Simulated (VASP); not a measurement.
# ZnSe (rocksalt type) (Fm-3m) in VASP: further runs, part 2 of 3

VASP 6.6.1. The steps go on from the part before.

## 3. Single point, LDA (volume scaled by 0.64)

Input file INCAR:

```
PREC     = Accurate       # precision mode
ENCUT    = 520            # plane-wave cutoff, eV
EDIFF    = 1E-6           # SCF threshold, eV
ISMEAR   = -1             # smearing method
SIGMA    = 0.1            # smearing width, eV
LREAL    = False          # projectors in reciprocal space
LASPH    = True           # aspherical terms in the spheres
NELM     = 80             # most SCF steps
ALGO     = Normal         # electronic algorithm
ISIF     = 2              # what is computed and relaxed
LWAVE    = False          # write WAVECAR
LCHARG   = True           # write CHGCAR
GGA      = CA             # functional
LELF     = True           # ELF
LVHAR    = True         
NBANDS   = 16             # bands
```

Input file KPOINTS:

```
regular mesh
0
Gamma
  13 13 13
```

Input file POSCAR:

```
ZnSe
1.0
    0.0000000000      2.2463929068      2.2463929068
    2.2463929068      0.0000000000      2.2463929068
    2.2463929068      2.2463929068      0.0000000000
Zn Se
1 1
Direct
    0.0000000000      0.0000000000      0.0000000000
    0.5000000000      0.5000000000      0.5000000000
```

Potentials or basis: VASP PAW LDA potentials, release 64 (Zn, Se).

Command:

```bash
cat potpaw_LDA.64/Zn/POTCAR potpaw_LDA.64/Se/POTCAR > POTCAR
mpirun -np 1 vasp_std > vasp.out
```

OUTCAR:

```text
PREC = Accurate
   ENCUT = 520
   EDIFF = 1E-6
   ISMEAR = -1
   LREAL = False
   LASPH = True
   NELM = 80
   ISIF = 2
   GGA = CA

 ion  position               nearest neighbor table
   1  0.000  0.000  0.000-   2 2.25   2 2.25   2 2.25   2 2.25   2 2.25   2 2.25
   2  0.500  0.500  0.500-   1 2.25   1 2.25   1 2.25   1 2.25   1 2.25   1 2.25

  LATTYP: Found a face centered cubic cell.
 ALAT       =     4.4927858136

  Lattice vectors:

 A1 = (   0.0000000000,   2.2463929068,   2.2463929068)
 A2 = (   2.2463929068,   0.0000000000,   2.2463929068)
 A3 = (   2.2463929068,   2.2463929068,   0.0000000000)

Analysis of symmetry for initial positions (statically):
=====================================================================
 Subroutine PRICEL returns:
 Original cell was already a primitive cell.

 Routine SETGRP: Setting up the symmetry group for a
 face centered cubic supercell.

 Subroutine GETGRP returns: Found 48 space group operations
 (whereof 48 operations were pure point group operations)
 out of a pool of 48 trial point group operations.

The static configuration has the point symmetry O_h .

Analysis of symmetry for dynamics (positions and initial velocities):
=====================================================================
 Subroutine PRICEL returns:
 Original cell was already a primitive cell.

 Routine SETGRP: Setting up the symmetry group for a
 face centered cubic supercell.

 Subroutine GETGRP returns: Found 48 space group operations
 (whereof 48 operations were pure point group operations)
 out of a pool of 48 trial point group operations.

The dynamic configuration has the point symmetry O_h .

 Subroutine INISYM returns: Found 48 space group operations
 (whereof 48 operations are pure point group operations),
 and found     1 'primitive' translations

----------------------------------------------------------------------------------------

                                     Primitive cell

  volume of cell :      22.6719

  direct lattice vectors                    reciprocal lattice vectors
     0.000000000  2.246392907  2.246392907    -0.222579050  0.222579050  0.222579050
     2.246392907  0.000000000  2.246392907     0.222579050 -0.222579050  0.222579050
     2.246392907  2.246392907  0.000000000     0.222579050  0.222579050 -0.222579050

  length of vectors
     3.176879315  3.176879315  3.176879315     0.385518224  0.385518224  0.385518224

  position of ions in fractional coordinates (direct lattice)
     0.000000000  0.000000000  0.000000000
     0.500000000  0.500000000  0.500000000

  ion indices of the primitive-cell ions
   primitive index   ion index
                 1           1
                 2           2

----------------------------------------------------------------------------------------

 KPOINTS: regular mesh

Automatic generation of k-mesh.
 Grid dimensions read from file:
 generate k-points for:   13   13   13

 Generating k-lattice:

  Cartesian coordinates                     Fractional coordinates (reciprocal lattice)
    -0.017121465  0.017121465  0.017121465     0.076923077  0.000000000  0.000000000
     0.017121465 -0.017121465  0.017121465     0.000000000  0.076923077  0.000000000
     0.017121465  0.017121465 -0.017121465     0.000000000  0.000000000  0.076923077

  Length of vectors
     0.029655248  0.029655248  0.029655248

  Shift w.r.t. Gamma in fractional coordinates (k-lattice)
     0.000000000  0.000000000  0.000000000

 Subroutine IBZKPT returns following result:
 ===========================================

 Found     84 irreducible k-points:

 Following reciprocal coordinates:
            Coordinates               Weight
  0.000000  0.000000  0.000000      1.000000
  0.076923  0.000000  0.000000      8.000000
  0.153846  0.000000  0.000000      8.000000
  0.230769  0.000000  0.000000      8.000000
  0.307692  0.000000  0.000000      8.000000
  0.384615  0.000000  0.000000      8.000000
[... 16 lines left out ...]
  0.384615  0.153846  0.000000     24.000000
  0.461538  0.153846  0.000000     24.000000
 [... further k-points ...]
   k-points           NKPTS =     84   k-points in BZ     NKDIM =     84   number of bands    NBANDS=     16
   number of dos      NEDOS =    301   number of ions     NIONS =      2
   total plane-waves  NPLWV =  13824
   dimension x,y,z NGX =    24 NGY =   24 NGZ =   24
   dimension x,y,z NGXF=    48 NGYF=   48 NGZF=   48
   ions per type =               1   1
   NGX,Y,Z   is equivalent  to a cutoff of  12.56, 12.56, 12.56 a.u.
   NGXF,Y,Z  is equivalent  to a cutoff of  25.12, 25.12, 25.12 a.u.
 SYSTEM =  unknown system
   PREC   = accura    normal or accurate (medium, high low for compatibility)
   ISTART =      0    job   : 0-new  1-cont  2-samecut
   ICHARG =      2    charge: 1-file 2-atom 10-const
   ISPIN  =      1    spin polarized calculation?
   LNONCOLLINEAR =      F non collinear calculations
   LSORBIT =      F    spin-orbit coupling
   LASPH  =      T    aspherical Exc in radial PAW
   ENCUT  =  520.0 eV  38.22 Ry    6.18 a.u.   5.91  5.91  5.91*2*pi/ulx,y,z
   NELM   =     80;   NELMIN=  2; NELMDL= -5     # of ELM steps
   EDIFF  = 0.1E-05   stopping-criterion for ELM
   LREAL  =      F    real-space projection
   EDIFFG = 0.1E-04   stopping-criterion for IOM
   NSW    =      0    number of steps for IOM
   IBRION =     -1    ionic relax: 0-MD 1-quasi-New 2-CG
   NFREE  =      0    steps in history (QN), initial steepest desc. (CG)
   ISIF   =      2    stress and relaxation
   ISYM   =      2    0-nonsym 1-usesym 2-fastsym
   POTIM  = 0.5000    time-step for ionic-motion
   TEBEG  =    0.0;   TEEND  =   0.0 temperature during run
   PSTRESS=    0.0 pullay stress
   NELECT =      18.0000    total number of electrons
   NUPDOWN=      -1.0000    fix difference up-down
   EMIN   =  10.00;   EMAX   =-10.00  energy-range for DOS
   EFERMI =   0.00;   METHOD = LEGACY
   ISMEAR =    -1;   SIGMA  =   0.10  broadening in eV -4-tet -1-fermi 0-gaus
   EFERMI_NEDOS =   21; number of points for ismear=-14 and -15
   IALGO  =     38    algorithm
   IMIX   =      4    mixing-type and parameters
     AMIX     =   0.40;   BMIX     =  1.00
     AMIX_MAG =   1.60;   BMIX_MAG =  1.00
  volume/ion in A,a.u.               =      11.34        76.50
  Fermi-wavevector in a.u.,A,eV,Ry     =   1.515898  2.864632 31.265459  2.297946
  Thomas-Fermi vector in A             =   2.625360
   LORBIT       =      0    0 simple, 1 ext, 2 COOP (PROOUT), +10 PAW based schemes
   GGA     = CA    functional components
   LHFCALC =     F    Hartree Fock is set to
   AEXX    =    0.0000 exact exchange contribution
   IVDW    =     0    specifies the selected vdW correction
   LEPSILON=     F    determine dielectric tensor
   LRPA    =     F    only Hartree local field effects (RPA)
 non-spin polarized calculation
  energy-cutoff  :      520.00
  volume of cell :       22.67
 maximum number of plane-waves:       623
   NGX = 11   NGY = 11   NGZ = 11

 number of electron      17.9999994 magnetization

 Free energy of the ion-electron system (eV)
  ---------------------------------------------------
  ext. energy  EPLUGINS =         0.00000000
  ---------------------------------------------------
  free energy    TOTEN  =        -3.83531462 eV

  energy without entropy =       -3.82194350  energy(sigma->0) =       -3.82862906

 E-fermi :  10.0590     XC(G=0): -13.4174

 val. band max:       10.0407449651   @ k =  -0.3846   0.0769   0.0000
 cond. band min:      10.1601869034   @ k =  -0.3077   0.0769   0.0000
 fundamental gap:      0.1194419383
 Fermi energy:        10.0590201976

 k-point     1 :       0.0000    0.0000    0.0000
  band No.  band energies     occupation
      1      -9.3972      2.00000
      2       0.8344      2.00000
      3       0.8344      2.00000
      4       0.8344      2.00000
      5       0.8501      2.00000
      6       0.8501      2.00000
[... 8 lines left out ...]
     15      22.3323      0.00000
     16      22.3323      0.00000

 k-point     2 :       0.0769    0.0000    0.0000
  band No.  band energies     occupation
      1      -9.2773      2.00000
      2       0.7968      2.00000
      3       0.7968      2.00000
      4       0.8024      2.00000
      5       0.8601      2.00000
      6       0.8601      2.00000
[... 8 lines left out ...]
     15      21.0268      0.00000
     16      21.2300      0.00000
[... 387 lines left out ...]
      5       1.1135      2.00000
      6       1.2187      2.00000
[... 8 lines left out ...]
     15      25.7456      0.00000
     16      25.9473      0.00000

 k-point    24 :       0.4615    0.1538    0.0000
  band No.  band energies     occupation
      1      -6.1932      2.00000
      2      -1.1167      2.00000
      3       0.1227      2.00000
      4       0.2774      2.00000
      5       1.2104      2.00000
      6       1.2686      2.00000
[... 8 lines left out ...]
     15      27.0282      0.00000
     16      27.7715      0.00000

 [... further k-points ...]
[... 5 lines left out ...]
  --------------------------------------------------------------------------------------
  -------------------------------------------------------------------------------------
  Total       16.1590422     16.1590422     16.1590422      0.0000000      0.0000000     -0.0000000
  in kB     1141.9288465   1141.9288465   1141.9288465      0.0000000      0.0000000     -0.0000000
  external PRESSURE =    1141.9288465 kB  Pullay stress =       0.0000000 kB

 VOLUME and BASIS-vectors are now :
 -----------------------------------------------------------------------------
  energy-cutoff  :      520.00
  volume of cell :       22.67
      direct lattice vectors                 reciprocal lattice vectors
     0.000000000  2.246392907  2.246392907    -0.222579050  0.222579050  0.222579050
     2.246392907  0.000000000  2.246392907     0.222579050 -0.222579050  0.222579050
     2.246392907  2.246392907  0.000000000     0.222579050  0.222579050 -0.222579050

 POSITION                                       TOTAL-FORCE (eV/Angst)
 -----------------------------------------------------------------------------------
      0.00000      0.00000      0.00000        -0.000000      0.000000      0.000000
      2.24639      2.24639      2.24639         0.000000     -0.000000     -0.000000
 -----------------------------------------------------------------------------------
    total drift:                                0.000000     -0.000000     -0.000000

  FREE ENERGIE OF THE ION-ELECTRON SYSTEM (eV)
  ---------------------------------------------------
  free  energy   TOTEN  =        -3.8353146182 eV

  energy  without entropy=       -3.8219435049  energy(sigma->0) =       -3.82862906
```

Run time: 35 s. Hardware: 1 thread of AMD EPYC 7R43 (Zen 3), shared host; peak memory 0.11 GiB.

Results:

| Quantity | Value |
| --- | --- |
| Free energy | -3.8353 eV |
| Pressure | 114.2 GPa |
| Band gap on the k mesh | zero (band 9 reaches 10.25 eV, above the bottom of band 10 at 8.74 eV) |

(Part 2 of 3 ends here.)
